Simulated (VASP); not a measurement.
# Cu (Fm-3m) in VASP: further runs

Cu is run at these levels: r2SCAN; tasks: single point, relaxation of cell and atoms.

Everything below comes from runs of VASP 6.6.1. Logs are shortened: lines on timing, memory, paths and dates and some standing lists are left out, and cuts for length are marked.

**1. The cell of the first run**

Symmetry: Fm-3m, No. 225, cubic system. Conventional cell: a = 3.578 Å, b = 3.578 Å, c = 3.578 Å, α = 90.00°, β = 90.00°, γ = 90.00°. Within 3.3 Å of Cu (site symmetry m-3m) lie 12 Cu at 2.53 Å.

**2. Single point, r2SCAN**

The input, POSCAR:

```
Cu
1.0
    0.0000000000      1.7889352507      1.7889352507
    1.7889352507      0.0000000000      1.7889352507
    1.7889352507      1.7889352507      0.0000000000
Cu
1
Direct
    0.0000000000      0.0000000000      0.0000000000
```

The input, INCAR.step1:

```
PREC = Accurate ; ENCUT = 520
ISMEAR = -1 ; SIGMA = 0.02
LREAL = F ; LASPH = T
NELM = 80 ; NBANDS = 12
GGA = PE ; ALGO = Normal
EDIFF = 1E-4 ; LWAVE = T
LCHARG = F
```

The input, INCAR.step2:

```
PREC = Accurate ; ENCUT = 520
EDIFF = 1E-6 ; ISMEAR = -1
SIGMA = 0.02 ; LREAL = F
LASPH = T ; NELM = 80
ALGO = Normal ; ISIF = 2
LWAVE = F ; LCHARG = F
METAGGA = R2SCAN ; LMIXTAU = T
NBANDS = 12 ; ISTART = 1
```

The input, KPOINTS:

```
regular mesh
0
Gamma
  10 10 10
```

Potentials or basis: VASP PAW PBE potentials, release 64 (Cu).

The run is started by

```
$ cat potpaw_PBE.64/Cu/POTCAR > POTCAR
$ cp INCAR.step1 INCAR
$ mpirun -np 1 vasp_std > vasp.out
$ cp INCAR.step2 INCAR
$ mpirun -np 1 vasp_std > vasp.out
```

OUTCAR:

```text
PREC = Accurate
   ENCUT = 520
   EDIFF = 1E-6
   ISMEAR = -1
   LREAL = F
   LASPH = T
   NELM = 80
   ISIF = 2
   METAGGA = R2SCAN
   ISTART = 1

 ion  position               nearest neighbor table
   1  0.000  0.000  0.000-

  LATTYP: Found a face centered cubic cell.
 ALAT       =     3.5778705014

  Lattice vectors:

 A1 = (   0.0000000000,   1.7889352507,   1.7889352507)
 A2 = (   1.7889352507,   0.0000000000,   1.7889352507)
 A3 = (   1.7889352507,   1.7889352507,   0.0000000000)

Analysis of symmetry for initial positions (statically):
=====================================================================
 Subroutine PRICEL returns:
 Original cell was already a primitive cell.

 Routine SETGRP: Setting up the symmetry group for a
 face centered cubic supercell.

 Subroutine GETGRP returns: Found 48 space group operations
 (whereof 48 operations were pure point group operations)
 out of a pool of 48 trial point group operations.

The static configuration has the point symmetry O_h .

Analysis of symmetry for dynamics (positions and initial velocities):
=====================================================================
 Subroutine PRICEL returns:
 Original cell was already a primitive cell.

 Routine SETGRP: Setting up the symmetry group for a
 face centered cubic supercell.

 Subroutine GETGRP returns: Found 48 space group operations
 (whereof 48 operations were pure point group operations)
 out of a pool of 48 trial point group operations.

The dynamic configuration has the point symmetry O_h .

 Subroutine INISYM returns: Found 48 space group operations
 (whereof 48 operations are pure point group operations),
 and found     1 'primitive' translations

----------------------------------------------------------------------------------------

                                     Primitive cell

  volume of cell :      11.4502

  direct lattice vectors                    reciprocal lattice vectors
     0.000000000  1.788935251  1.788935251    -0.279495862  0.279495862  0.279495862
     1.788935251  0.000000000  1.788935251     0.279495862 -0.279495862  0.279495862
     1.788935251  1.788935251  0.000000000     0.279495862  0.279495862 -0.279495862

  length of vectors
     2.529936494  2.529936494  2.529936494     0.484101034  0.484101034  0.484101034

  position of ions in fractional coordinates (direct lattice)
     0.000000000  0.000000000  0.000000000

  ion indices of the primitive-cell ions
   primitive index   ion index
                 1           1

----------------------------------------------------------------------------------------

 KPOINTS: regular mesh

Automatic generation of k-mesh.
 Grid dimensions read from file:
 generate k-points for:   10   10   10

 Generating k-lattice:

  Cartesian coordinates                     Fractional coordinates (reciprocal lattice)
    -0.027949586  0.027949586  0.027949586     0.100000000  0.000000000  0.000000000
     0.027949586 -0.027949586  0.027949586     0.000000000  0.100000000  0.000000000
     0.027949586  0.027949586 -0.027949586     0.000000000  0.000000000  0.100000000

  Length of vectors
     0.048410103  0.048410103  0.048410103

  Shift w.r.t. Gamma in fractional coordinates (k-lattice)
     0.000000000  0.000000000  0.000000000

 Subroutine IBZKPT returns following result:
 ===========================================

 Found     47 irreducible k-points:

 Following reciprocal coordinates:
            Coordinates               Weight
  0.000000  0.000000  0.000000      1.000000
  0.100000  0.000000  0.000000      8.000000
  0.200000  0.000000  0.000000      8.000000
  0.300000  0.000000  0.000000      8.000000
  0.400000  0.000000  0.000000      8.000000
  0.500000  0.000000  0.000000      4.000000
[... 16 lines left out ...]
  0.300000  0.300000  0.000000      6.000000
  0.400000  0.300000  0.000000     24.000000
 [... further k-points ...]
   k-points           NKPTS =     47   k-points in BZ     NKDIM =     47   number of bands    NBANDS=     12
   number of dos      NEDOS =    301   number of ions     NIONS =      1
   total plane-waves  NPLWV =   8000
   dimension x,y,z NGX =    20 NGY =   20 NGZ =   20
   dimension x,y,z NGXF=    40 NGYF=   40 NGZF=   40
   ions per type =               1
   NGX,Y,Z   is equivalent  to a cutoff of  13.14, 13.14, 13.14 a.u.
   NGXF,Y,Z  is equivalent  to a cutoff of  26.28, 26.28, 26.28 a.u.
 SYSTEM =  unknown system
   PREC   = accura    normal or accurate (medium, high low for compatibility)
   ISTART =      1    job   : 0-new  1-cont  2-samecut
   ICHARG =      0    charge: 1-file 2-atom 10-const
   ISPIN  =      1    spin polarized calculation?
   LNONCOLLINEAR =      F non collinear calculations
   LSORBIT =      F    spin-orbit coupling
   LASPH  =      T    aspherical Exc in radial PAW
   ENCUT  =  520.0 eV  38.22 Ry    6.18 a.u.   4.70  4.70  4.70*2*pi/ulx,y,z
   NELM   =     80;   NELMIN=  2; NELMDL=  0     # of ELM steps
   EDIFF  = 0.1E-05   stopping-criterion for ELM
   LREAL  =      F    real-space projection
   EDIFFG = 0.1E-04   stopping-criterion for IOM
   NSW    =      0    number of steps for IOM
   IBRION =     -1    ionic relax: 0-MD 1-quasi-New 2-CG
   NFREE  =      0    steps in history (QN), initial steepest desc. (CG)
   ISIF   =      2    stress and relaxation
   ISYM   =      2    0-nonsym 1-usesym 2-fastsym
   POTIM  = 0.5000    time-step for ionic-motion
   TEBEG  =    0.0;   TEEND  =   0.0 temperature during run
   PSTRESS=    0.0 pullay stress
   NELECT =      11.0000    total number of electrons
   NUPDOWN=      -1.0000    fix difference up-down
   EMIN   =  10.00;   EMAX   =-10.00  energy-range for DOS
   EFERMI =   0.00;   METHOD = LEGACY
   ISMEAR =    -1;   SIGMA  =   0.02  broadening in eV -4-tet -1-fermi 0-gaus
   EFERMI_NEDOS =   21; number of points for ismear=-14 and -15
   IALGO  =     38    algorithm
   IMIX   =      4    mixing-type and parameters
     AMIX     =   0.40;   BMIX     =  1.00
     AMIX_MAG =   1.60;   BMIX_MAG =  1.00
  volume/ion in A,a.u.               =      11.45        77.27
  Fermi-wavevector in a.u.,A,eV,Ry     =   1.615354  3.052577 35.502624  2.609369
  Thomas-Fermi vector in A             =   2.710115
   LORBIT       =      0    0 simple, 1 ext, 2 COOP (PROOUT), +10 PAW based schemes
   METAGGA = R2SCAN    functional components
   LHFCALC =     F    Hartree Fock is set to
   AEXX    =    0.0000 exact exchange contribution
   IVDW    =     0    specifies the selected vdW correction
   LEPSILON=     F    determine dielectric tensor
   LRPA    =     F    only Hartree local field effects (RPA)
 non-spin polarized calculation
  energy-cutoff  :      520.00
  volume of cell :       11.45
 maximum number of plane-waves:       331
   NGX =  9   NGY =  9   NGZ =  9

 number of electron      11.0000012 magnetization

 Free energy of the ion-electron system (eV)
  ---------------------------------------------------
  ext. energy  EPLUGINS =         0.00000000
  ---------------------------------------------------
  free energy    TOTEN  =       -10.81122748 eV

  energy without entropy =      -10.80988417  energy(sigma->0) =      -10.81055583

 E-fermi :   7.6190     XC(G=0): -13.9550

 val. band max:        7.5702895410   @ k =   0.5000   0.2000   0.1000
 cond. band min:       7.6201227623   @ k =   0.5000   0.1000   0.0000
 fundamental gap:      0.0498332213
 Fermi energy:         7.6189909223

 k-point     1 :       0.0000    0.0000    0.0000
  band No.  band energies     occupation
      1      -2.1315      2.00000
      2       4.5490      2.00000
      3       4.5491      2.00000
      4       4.5491      2.00000
      5       5.4058      2.00000
      6       5.4058      2.00000
      7      31.4261      0.00000
      8      34.7050      0.00000
      9      34.7050      0.00000
     10      34.7053      0.00000
     11      37.1210      0.00000
     12      37.1210      0.00000

 k-point     2 :       0.1000    0.0000    0.0000
  band No.  band energies     occupation
      1      -1.7466      2.00000
      2       4.4684      2.00000
      3       4.6173      2.00000
      4       4.6174      2.00000
      5       5.3814      2.00000
      6       5.3814      2.00000
      7      29.0119      0.00000
      8      32.4231      0.00000
      9      33.7178      0.00000
     10      33.7180      0.00000
     11      38.6045      0.00000
     12      38.6046      0.00000

 k-point     3 :       0.2000    0.0000    0.0000
  band No.  band energies     occupation
      1      -0.6421      2.00000
      2       4.3052      2.00000
      3       4.7164      2.00000
      4       4.7165      2.00000
      5       5.4067      2.00000
      6       5.4068      2.00000
      7      23.6554      0.00000
      8      31.7960      0.00000
      9      32.5512      0.00000
     10      32.5513      0.00000
     11      39.1102      0.00000
     12      39.1910      0.00000
[... 286 lines left out ...]
 k-point    23 :       0.3000    0.3000    0.0000
  band No.  band energies     occupation
      1       1.7002      2.00000
      2       3.5375      2.00000
      3       5.1373      2.00000
      4       5.5101      2.00000
      5       5.5101      2.00000
      6       5.7836      2.00000
      7      24.2199      0.00000
      8      24.6241      0.00000
      9      24.6242      0.00000
     10      27.1358      0.00000
     11      30.6002      0.00000
     12      49.0616      0.00000

 k-point    24 :       0.4000    0.3000    0.0000
  band No.  band energies     occupation
      1       2.4359      2.00000
      2       3.3884      2.00000
      3       5.1121      2.00000
      4       5.5625      2.00000
      5       5.9836      2.00000
      6       6.6690      2.00000
      7      20.6977      0.00000
      8      21.5911      0.00000
      9      23.7708      0.00000
     10      27.8688      0.00000
     11      32.0393      0.00000
     12      47.5708      0.00000

 [... further k-points ...]

------------------------ aborting loop because EDIFF is reached ----------------------------------------

  FORCE on cell =-STRESS in cart. coord.  units (eV):
  Direction    XX          YY          ZZ          XY          YZ          ZX
  --------------------------------------------------------------------------------------
  -------------------------------------------------------------------------------------
  Total        0.0474916      0.0474916      0.0474916      0.0000000      0.0000000      0.0000000
  in kB        6.6452770      6.6452770      6.6452770      0.0000000      0.0000000      0.0000000
  external PRESSURE =       6.6452770 kB  Pullay stress =       0.0000000 kB

 VOLUME and BASIS-vectors are now :
 -----------------------------------------------------------------------------
  energy-cutoff  :      520.00
  volume of cell :       11.45
      direct lattice vectors                 reciprocal lattice vectors
     0.000000000  1.788935251  1.788935251    -0.279495862  0.279495862  0.279495862
     1.788935251  0.000000000  1.788935251     0.279495862 -0.279495862  0.279495862
     1.788935251  1.788935251  0.000000000     0.279495862  0.279495862 -0.279495862

 POSITION                                       TOTAL-FORCE (eV/Angst)
 -----------------------------------------------------------------------------------
      0.00000      0.00000      0.00000         0.000000      0.000000      0.000000
 -----------------------------------------------------------------------------------
    total drift:                                0.000000      0.000000      0.000000

  FREE ENERGIE OF THE ION-ELECTRON SYSTEM (eV)
  ---------------------------------------------------
  free  energy   TOTEN  =       -10.8112274839 eV

  energy  without entropy=      -10.8098841714  energy(sigma->0) =      -10.81055583
```

Wall time 55 s (1 thread of Intel Xeon 8259CL, shared host); peak memory 0.13 GiB.

What came out:

| Item | Value |
| --- | --- |
| Free energy | -10.8112 eV |
| Pressure | 0.7 GPa |
| Band gap on the k mesh | zero (an odd number of electrons rules out a gap without spin polarisation) |

Levels at points of the mesh, in eV from the Fermi level:
| k point | band 4 | band 5 | band 6 | band 7 | band 8 | band 9 |
| --- | --- | --- | --- | --- | --- | --- |
| (0.00, 0.00, 0.00) | -3.07 | -2.21 | -2.21 | 23.81 | 27.09 | 27.09 |
| (0.50, 0.00, 0.00) | -1.60 | -1.60 | -0.98 | 4.30 | 22.29 | 23.81 |
| (0.50, 0.50, 0.00) | -1.44 | -1.44 | 1.73 | 7.82 | 14.18 | 14.18 |

Caveat: the PAW data sets were made with another functional, which shifts forces and pressure a little.

**3. Relaxation of cell and atoms, r2SCAN**

This run uses another cell than the first one, of 11.81 Å³/atom.

The input, POSCAR:

```
Cu
1.0
    0.0000000000      1.8075000000      1.8075000000
    1.8075000000      0.0000000000      1.8075000000
    1.8075000000      1.8075000000      0.0000000000
Cu
1
Direct
    0.0000000000      0.0000000000      0.0000000000
```

The input, INCAR.step1:

```
ALGO = Normal
EDIFF = 1E-4
ENCUT = 600
GGA = PE
ISMEAR = -1
LASPH = T
LCHARG = F
LREAL = F
LWAVE = T
NELM = 100
PREC = Accurate
SIGMA = 0.02
```

The input, INCAR.step2:

```
ALGO = Normal
EDIFF = 1E-6
EDIFFG = -0.02
ENCUT = 600
IBRION = 2
ISIF = 3
ISMEAR = -1
ISTART = 1
LASPH = T
LCHARG = F
LMIXTAU = T
LREAL = F
LWAVE = F
METAGGA = R2SCAN
NELM = 100
NSW = 80
PREC = Accurate
SIGMA = 0.02
```

The input, KPOINTS:

```
k-points
0
Gamma
  10 10 10
```

Potentials or basis: VASP PAW PBE potentials, release 64 (Cu).

The run is started by

```
$ cat potpaw_PBE.64/Cu/POTCAR > POTCAR
$ cp INCAR.step1 INCAR
$ mpirun -np 1 vasp_std > vasp.out
$ cp INCAR.step2 INCAR
$ mpirun -np 1 vasp_std > vasp.out
```

Wall time 83 s (1 thread of Intel Xeon 8259CL, shared host); peak memory 0.14 GiB.

The run converged. Its results:

```
Free energy                           : -10.8118 eV
Relaxed volume                        : 11.51 Å³/atom
Relaxed cell                          : a = 2.534 Å, b = 2.534 Å, c = 2.534 Å, α = 60.00°, β = 60.00°, γ = 60.00°
Space group after relaxing (to 0.1 Å) : Fm-3m (No. 225)
Energy gained by relaxing             : 3.8 meV/atom
Ionic steps                           : 3
Pressure after relaxing               : -0.1 GPa
Band gap on the k mesh                : zero (an odd number of electrons rules out a gap without spin polarisation)
```

The path:
| step | energy change (eV) | largest force (eV/Å) | pressure (GPa) | volume (Å³) |
| --- | --- | --- | --- | --- |
| 1 | 0.0000 | 0.0000 | -3.97 | 11.81 |
| 2 | -0.0023 | 0.0000 | 2.07 | 11.32 |
| 3 | -0.0038 | 0.0000 | -0.11 | 11.51 |

Final structure:
```
CELL_PARAMETERS angstrom
0.00000 1.79205 1.79205
1.79205 0.00000 1.79205
1.79205 1.79205 0.00000
ATOMIC_POSITIONS crystal
Cu 0.00000 0.00000 0.00000
```

Levels at points of the mesh, in eV from the Fermi level:
| k point | band 3 | band 4 | band 5 | band 6 | band 7 | band 8 | band 9 |
| --- | --- | --- | --- | --- | --- | --- | --- |
| (0.00, 0.00, 0.00) | -3.05 | -3.05 | -2.21 | -2.21 | 23.76 | 27.00 | 27.00 |
| (0.50, 0.00, 0.00) | -3.10 | -1.59 | -1.59 | -0.96 | 4.27 | 22.25 | 23.72 |
| (0.50, 0.50, 0.00) | -1.63 | -1.44 | -1.43 | 1.73 | 7.78 | 14.14 | 14.14 |

Caveat: the PAW data sets were made with another functional, which shifts forces and pressure a little.
